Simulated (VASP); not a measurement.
# Ir (I4/mmm) in VASP: a series of runs

Ir is run at these levels: r2SCAN; tasks: single point.

All numbers are computed with VASP 6.6.1; they aren't measurements. Logs are shortened: lines on timing, memory, paths and dates and some standing lists are left out, and cuts for length are marked.

### 1 The cell of the first run

It takes space group I4/mmm (No. 139, tetragonal). The conventional cell has a = 2.488 Å, b = 2.488 Å, c = 4.573 Å, α = 90.00°, β = 90.00°, γ = 90.00°. Ir (site symmetry 4/mmm) has 12 Ir at 2.49 to 2.88 Å within 3.3 Å.

### 2 Single point, r2SCAN

POSCAR reads:

```
Ir
1.0
    0.0000000000      1.7589449499      2.2866284348
    1.7589449499      0.0000000000      2.2866284348
    1.7589449499      1.7589449499      0.0000000000
Ir
1
Direct
    0.0000000000      0.0000000000      0.0000000000
```

INCAR.step1 reads:

```
SYSTEM = Ir
ALGO = Normal
EDIFF = 1E-5
ENCUT = 620
GGA = PE
GGA_COMPAT = .False.
ISMEAR = 0
LASPH = .True.
LCHARG = .False.
LREAL = .False.
LWAVE = .True.
NBANDS = 14
NELM = 120
PREC = Accurate
SIGMA = 0.15
```

INCAR.step2 reads:

```
SYSTEM = Ir
ALGO = Normal
EDIFF = 1E-6
ENCUT = 620
GGA_COMPAT = .False.
ISIF = 2
ISMEAR = 0
ISTART = 1
LASPH = .True.
LCHARG = .False.
LMIXTAU = .True.
LREAL = .False.
LWAVE = .False.
METAGGA = R2SCAN
NBANDS = 14
NELM = 120
PREC = Accurate
SIGMA = 0.15
```

KPOINTS reads:

```
k-points
0
Gamma
  24 24 24
  0 0 0
```

Potentials or basis: VASP PAW PBE potentials, release 64 (Ir_sv_GW).

Command:

```
$ cat potpaw_PBE.64/Ir_sv_GW/POTCAR > POTCAR
$ cp INCAR.step1 INCAR
$ mpirun -np 1 vasp_std > vasp.out
$ cp INCAR.step2 INCAR
$ mpirun -np 1 vasp_std > vasp.out
```

OUTCAR:

```text
SYSTEM = Ir
   EDIFF = 1E-6
   ENCUT = 620
   ISIF = 2
   ISMEAR = 0
   ISTART = 1
   LASPH = .True.
   LREAL = .False.
   METAGGA = R2SCAN
   NELM = 120
   PREC = Accurate

 ion  position               nearest neighbor table
   1  0.000  0.000  0.000-

  LATTYP: Found a body centered tetragonal cell.
 ALAT       =     2.4875238036
 C/A-ratio  =     1.8384776310

  Lattice vectors:

 A1 = (  -1.7589449499,   0.0000000000,   2.2866284348)
 A2 = (   1.7589449499,   0.0000000000,   2.2866284348)
 A3 = (   0.0000000000,   1.7589449499,  -2.2866284348)

Analysis of symmetry for initial positions (statically):
=====================================================================
 Subroutine PRICEL returns:
 Original cell was already a primitive cell.

 Routine SETGRP: Setting up the symmetry group for a
 body centered tetragonal supercell.

 Subroutine GETGRP returns: Found 16 space group operations
 (whereof 16 operations were pure point group operations)
 out of a pool of 16 trial point group operations.

The static configuration has the point symmetry D_4h.

Analysis of symmetry for dynamics (positions and initial velocities):
=====================================================================
 Subroutine PRICEL returns:
 Original cell was already a primitive cell.

 Routine SETGRP: Setting up the symmetry group for a
 body centered tetragonal supercell.

 Subroutine GETGRP returns: Found 16 space group operations
 (whereof 16 operations were pure point group operations)
 out of a pool of 16 trial point group operations.

The dynamic configuration has the point symmetry D_4h.

 Subroutine INISYM returns: Found 16 space group operations
 (whereof 16 operations are pure point group operations),
 and found     1 'primitive' translations

----------------------------------------------------------------------------------------

                                     Primitive cell

  volume of cell :      14.1491

  direct lattice vectors                    reciprocal lattice vectors
     0.000000000  1.758944950  2.286628435    -0.284261312  0.284261312  0.218662548
     1.758944950  0.000000000  2.286628435     0.284261312 -0.284261312  0.218662548
     1.758944950  1.758944950  0.000000000     0.284261312  0.284261312 -0.218662548

  length of vectors
     2.884884215  2.884884215  2.487523804     0.457626810  0.457626810  0.457626810

  position of ions in fractional coordinates (direct lattice)
     0.000000000  0.000000000  0.000000000

  ion indices of the primitive-cell ions
   primitive index   ion index
                 1           1

----------------------------------------------------------------------------------------

 KPOINTS: k-points

Automatic generation of k-mesh.
 Grid dimensions read from file:
 generate k-points for:   24   24   24

 Generating k-lattice:

  Cartesian coordinates                     Fractional coordinates (reciprocal lattice)
    -0.011844221  0.011844221  0.009110940     0.041666667  0.000000000  0.000000000
     0.011844221 -0.011844221  0.009110940     0.000000000  0.041666667  0.000000000
     0.011844221  0.011844221 -0.009110940     0.000000000  0.000000000  0.041666667

  Length of vectors
     0.019067784  0.019067784  0.019067784

  Shift w.r.t. Gamma in fractional coordinates (k-lattice)
     0.000000000  0.000000000  0.000000000

 Subroutine IBZKPT returns following result:
 ===========================================

 Found   1063 irreducible k-points:

 Following reciprocal coordinates:
            Coordinates               Weight
  0.000000  0.000000  0.000000      1.000000
  0.041667 -0.000000  0.000000      8.000000
  0.083333  0.000000  0.000000      8.000000
  0.125000 -0.000000  0.000000      8.000000
  0.166667  0.000000  0.000000      8.000000
  0.208333 -0.000000  0.000000      8.000000
[... 16 lines left out ...]
  0.416667  0.041667  0.000000      8.000000
  0.458333  0.041667  0.000000      8.000000
 [... further k-points ...]
   k-points           NKPTS =   1063   k-points in BZ     NKDIM =   1063   number of bands    NBANDS=     14
   number of dos      NEDOS =    301   number of ions     NIONS =      1
   total plane-waves  NPLWV =  11520
   dimension x,y,z NGX =    24 NGY =   24 NGZ =   20
   dimension x,y,z NGXF=    48 NGYF=   48 NGZF=   40
   ions per type =               1
   NGX,Y,Z   is equivalent  to a cutoff of  13.83, 13.83, 13.37 a.u.
   NGXF,Y,Z  is equivalent  to a cutoff of  27.66, 27.66, 26.73 a.u.
 SYSTEM =  Ir
   PREC   = accura    normal or accurate (medium, high low for compatibility)
   ISTART =      1    job   : 0-new  1-cont  2-samecut
   ICHARG =      0    charge: 1-file 2-atom 10-const
   ISPIN  =      1    spin polarized calculation?
   LNONCOLLINEAR =      F non collinear calculations
   LSORBIT =      F    spin-orbit coupling
   LASPH  =      T    aspherical Exc in radial PAW
   ENCUT  =  620.0 eV  45.57 Ry    6.75 a.u.   5.86  5.86  5.05*2*pi/ulx,y,z
   NELM   =    120;   NELMIN=  2; NELMDL=  0     # of ELM steps
   EDIFF  = 0.1E-05   stopping-criterion for ELM
   LREAL  =      F    real-space projection
   EDIFFG = 0.1E-04   stopping-criterion for IOM
   NSW    =      0    number of steps for IOM
   IBRION =     -1    ionic relax: 0-MD 1-quasi-New 2-CG
   NFREE  =      0    steps in history (QN), initial steepest desc. (CG)
   ISIF   =      2    stress and relaxation
   ISYM   =      2    0-nonsym 1-usesym 2-fastsym
   POTIM  = 0.5000    time-step for ionic-motion
   TEBEG  =    0.0;   TEEND  =   0.0 temperature during run
   PSTRESS=    0.0 pullay stress
   NELECT =      17.0000    total number of electrons
   NUPDOWN=      -1.0000    fix difference up-down
   EMIN   =  10.00;   EMAX   =-10.00  energy-range for DOS
   EFERMI =   0.00;   METHOD = LEGACY
   ISMEAR =     0;   SIGMA  =   0.15  broadening in eV -4-tet -1-fermi 0-gaus
   EFERMI_NEDOS =   21; number of points for ismear=-14 and -15
   IALGO  =     38    algorithm
   IMIX   =      4    mixing-type and parameters
     AMIX     =   0.40;   BMIX     =  1.00
     AMIX_MAG =   1.60;   BMIX_MAG =  1.00
  volume/ion in A,a.u.               =      14.15        95.48
  Fermi-wavevector in a.u.,A,eV,Ry     =   1.740395  3.288869 41.211694  3.028974
  Thomas-Fermi vector in A             =   2.813052
   LORBIT       =      0    0 simple, 1 ext, 2 COOP (PROOUT), +10 PAW based schemes
   METAGGA = R2SCAN    functional components
   LHFCALC =     F    Hartree Fock is set to
   AEXX    =    0.0000 exact exchange contribution
   IVDW    =     0    specifies the selected vdW correction
   LEPSILON=     F    determine dielectric tensor
   LRPA    =     F    only Hartree local field effects (RPA)
 non-spin polarized calculation
 Gauss-broadening in eV      SIGMA  =   0.15
  energy-cutoff  :      620.00
  volume of cell :       14.15
 maximum number of plane-waves:       508
   NGX = 11   NGY = 11   NGZ = 11

 number of electron      17.0000000 magnetization

 Free energy of the ion-electron system (eV)
  ---------------------------------------------------
  ext. energy  EPLUGINS =         0.00000000
  ---------------------------------------------------
  free energy    TOTEN  =       -52.19229033 eV

  energy without entropy =      -52.17911851  energy(sigma->0) =      -52.18570442

 E-fermi :  12.5645     XC(G=0): -15.8452

 val. band max:       12.5635360148   @ k =  -0.2083   0.0000   0.0417
 cond. band min:      12.5673235562   @ k =   0.4583   0.0000   0.4583
 fundamental gap:      0.0037875415
 Fermi energy:        12.5644953368

 k-point     1 :       0.0000    0.0000    0.0000
  band No.  band energies     occupation
      1     -82.2914      2.00000
      2     -38.2171      2.00000
      3     -37.9711      2.00000
      4     -37.9711      2.00000
      5       1.2279      2.00000
      6       6.2976      2.00000
      7       8.5597      2.00000
      8      10.4668      2.00000
      9      10.4668      2.00000
     10      13.6198      0.00000
     11      28.1214      0.00000
     12      28.2449      0.00000
     13      35.4577      0.00000
     14      35.4577      0.00000

 k-point     2 :       0.0417   -0.0000    0.0000
  band No.  band energies     occupation
      1     -82.2895      2.00000
      2     -38.2201      2.00000
      3     -37.9908      2.00000
      4     -37.9703      2.00000
      5       1.3126      2.00000
      6       6.3419      2.00000
      7       8.5788      2.00000
      8      10.3906      2.00000
      9      10.4972      2.00000
     10      13.5575      0.00000
     11      28.2273      0.00000
     12      28.3873      0.00000
     13      34.9503      0.00000
     14      35.6201      0.00000

 k-point     3 :       0.0833    0.0000    0.0000
  band No.  band energies     occupation
      1     -82.2845      2.00000
      2     -38.2293      2.00000
      3     -38.0482      2.00000
      4     -37.9684      2.00000
      5       1.5608      2.00000
      6       6.4691      2.00000
      7       8.6299      2.00000
      8      10.1933      2.00000
      9      10.5856      2.00000
     10      13.3800      0.00000
     11      28.4135      0.00000
     12      28.8954      0.00000
     13      33.8751      0.00000
     14      36.0944      0.00000

 k-point     4 :       0.1250   -0.0000    0.0000
  band No.  band energies     occupation
      1     -82.2765      2.00000
      2     -38.2485      2.00000
      3     -38.1341      2.00000
      4     -37.9652      2.00000
      5       1.9546      2.00000
      6       6.6631      2.00000
      7       8.6754      2.00000
      8       9.9799      2.00000
      9      10.7233      2.00000
     10      13.1155      0.00000
     11      28.6365      0.00000
     12      29.6208      0.00000
     13      32.7655      0.00000
     14      36.8409      0.00000

 k-point     5 :       0.1667    0.0000    0.0000
  band No.  band energies     occupation
      1     -82.2662      2.00000
      2     -38.3048      2.00000
      3     -38.2135      2.00000
      4     -37.9612      2.00000
      5       2.4607      2.00000
      6       6.9015      2.00000
      7       8.6105      2.00000
      8       9.9470      2.00000
      9      10.8906      2.00000
     10      12.8078      0.02181
     11      28.7746      0.00000
[... 276 lines left out ...]
 k-point    22 :       0.3750    0.0417    0.0000
  band No.  band energies     occupation
      1     -82.2141      2.00000
      2     -38.8631      2.00000
      3     -38.3314      2.00000
      4     -37.9479      2.00000
      5       4.3872      2.00000
      6       7.0255      2.00000
      7       9.6847      2.00000
      8      10.7801      2.00000
      9      12.4328      1.78563
     10      12.8437      0.00848
     11      24.0800      0.00000
     12      26.6976      0.00000
     13      35.3734      0.00000
     14      36.6868      0.00000

 k-point    23 :       0.4167    0.0417    0.0000
  band No.  band energies     occupation
      1     -82.2043      2.00000
      2     -38.9723      2.00000
      3     -38.3421      2.00000
      4     -37.9425      2.00000
      5       4.4635      2.00000
      6       6.9372      2.00000
      7      10.5679      2.00000
      8      10.6588      2.00000
      9      13.0079      0.00003
     10      13.0472      0.00001
     11      22.7418      0.00000
     12      26.0838      0.00000
     13      34.4516      0.00000
     14      36.1477      0.00000

 k-point    24 :       0.4583    0.0417    0.0000
  band No.  band energies     occupation
      1     -82.1970      2.00000
      2     -39.0541      2.00000
      3     -38.3478      2.00000
      4     -37.9378      2.00000
      5       4.4766      2.00000
      6       6.8983      2.00000
      7      10.4008      2.00000
      8      11.5209      2.00000
      9      13.1241      0.00000
     10      13.5515      0.00000
     11      21.7450      0.00000
     12      25.6090      0.00000
     13      33.4776      0.00000
     14      35.8012      0.00000

 [... further k-points ...]
[... 5 lines left out ...]
  --------------------------------------------------------------------------------------
  -------------------------------------------------------------------------------------
  Total        4.1440676      4.1440676     -3.0868329      0.0000000     -0.0000000      0.0000000
  in kB      469.2532891    469.2532891   -349.5373678      0.0000000     -0.0000000      0.0000000
  external PRESSURE =     196.3230701 kB  Pullay stress =       0.0000000 kB

 VOLUME and BASIS-vectors are now :
 -----------------------------------------------------------------------------
  energy-cutoff  :      620.00
  volume of cell :       14.15
      direct lattice vectors                 reciprocal lattice vectors
     0.000000000  1.758944950  2.286628435    -0.284261312  0.284261312  0.218662548
     1.758944950  0.000000000  2.286628435     0.284261312 -0.284261312  0.218662548
     1.758944950  1.758944950  0.000000000     0.284261312  0.284261312 -0.218662548

 POSITION                                       TOTAL-FORCE (eV/Angst)
 -----------------------------------------------------------------------------------
      0.00000      0.00000      0.00000         0.000000     -0.000000      0.000000
 -----------------------------------------------------------------------------------
    total drift:                                0.000000      0.000000     -0.000000

  FREE ENERGIE OF THE ION-ELECTRON SYSTEM (eV)
  ---------------------------------------------------
  free  energy   TOTEN  =       -52.1922903254 eV

  energy  without entropy=      -52.1791185076  energy(sigma->0) =      -52.18570442
```

It took 3.9 min on 1 thread of Intel Xeon 6975P-C (Granite Rapids), shared host; peak memory 0.38 GiB.

Results:

```yaml
Free_energy: -52.1923 eV
Pressure: 19.6 GPa
Band_gap_on_the_k_mesh: zero (an odd number of electrons rules out a gap without spin polarisation)
```

Caveat: the stress differs along the axes, from -35 to 47 GPa; the PAW data sets were made with another functional, which shifts forces and pressure a little; spin-orbit coupling is left out, which moves the levels of the heavy elements.

### 3 Single point, r2SCAN

This run uses another cell than the first one, of the same volume but with other edges.

POSCAR reads:

```
Ir
1.0
    0.0000000000      2.2161317680      1.4404856492
    2.2161317680      0.0000000000      1.4404856492
    2.2161317680      2.2161317680      0.0000000000
Ir
1
Direct
    0.0000000000      0.0000000000      0.0000000000
```

INCAR.step1 reads:

```
SYSTEM = Ir
PREC = Accurate
ENCUT = 620
ISMEAR = 0
SIGMA = 0.15
LREAL = .FALSE.
LASPH = .TRUE.
NELM = 120
NBANDS = 14
GGA = PE
ALGO = Normal
EDIFF = 1E-5
LWAVE = .TRUE.
LCHARG = .FALSE.
GGA_COMPAT = .FALSE.
```

INCAR.step2 reads:

```
SYSTEM = Ir
PREC = Accurate
ENCUT = 620
EDIFF = 1E-6
ISMEAR = 0
SIGMA = 0.15
LREAL = .FALSE.
LASPH = .TRUE.
NELM = 120
ALGO = Normal
ISIF = 2
LWAVE = .FALSE.
LCHARG = .FALSE.
METAGGA = R2SCAN
LMIXTAU = .TRUE.
NBANDS = 14
ISTART = 1
GGA_COMPAT = .FALSE.
```

KPOINTS reads:

```
regular mesh
0
G
  24 24 24
  0 0 0
```

Potentials or basis: VASP PAW PBE potentials, release 64 (Ir_sv_GW).

Command:

```
$ cat potpaw_PBE.64/Ir_sv_GW/POTCAR > POTCAR
$ cp INCAR.step1 INCAR
$ mpirun -np 1 vasp_std > vasp.out
$ cp INCAR.step2 INCAR
$ mpirun -np 1 vasp_std > vasp.out
```

It took 6 min on 1 thread of Intel Xeon 6975P-C (Granite Rapids), shared host; peak memory 0.4 GiB.

Results (log left out):

| Quantity | Value |
| --- | --- |
| Free energy | -52.3318 eV |
| Pressure | 11.7 GPa |
| Band gap on the k mesh | zero (an odd number of electrons rules out a gap without spin polarisation) |

Stress tensor (GPa, compression positive):
```
 25.04   0.00   0.00
  0.00  25.04   0.00
  0.00   0.00 -15.00
```

Levels at points of the mesh, in eV from the Fermi level:
| k point | band 4 | band 5 | band 6 | band 7 | band 8 | band 9 | band 10 | band 11 | band 12 | band 13 |
| --- | --- | --- | --- | --- | --- | --- | --- | --- | --- | --- |
| (0.00, 0.00, 0.00) | -50.29 | -11.14 | -4.32 | -3.43 | -3.43 | -1.40 | 0.08 | 16.50 | 16.50 | 18.57 |
| (0.50, 0.00, 0.00) | -50.41 | -7.92 | -6.07 | -0.68 | 0.25 | 0.58 | 2.54 | 9.13 | 13.18 | 17.03 |
| (0.50, 0.50, 0.00) | -50.95 | -7.61 | -7.51 | 1.60 | 1.60 | 2.11 | 7.53 | 7.53 | 10.36 | 15.96 |
| (0.50, 0.00, 0.50) | -50.26 | -8.05 | -5.04 | -1.62 | -0.34 | -0.33 | 2.30 | 8.31 | 13.93 | 19.22 |

Caveat: the stress differs along the axes, from -15 to 25 GPa; the PAW data sets were made with another functional, which shifts forces and pressure a little; spin-orbit coupling is left out, which moves the levels of the heavy elements.

(Part 1 of 2 ends here.)
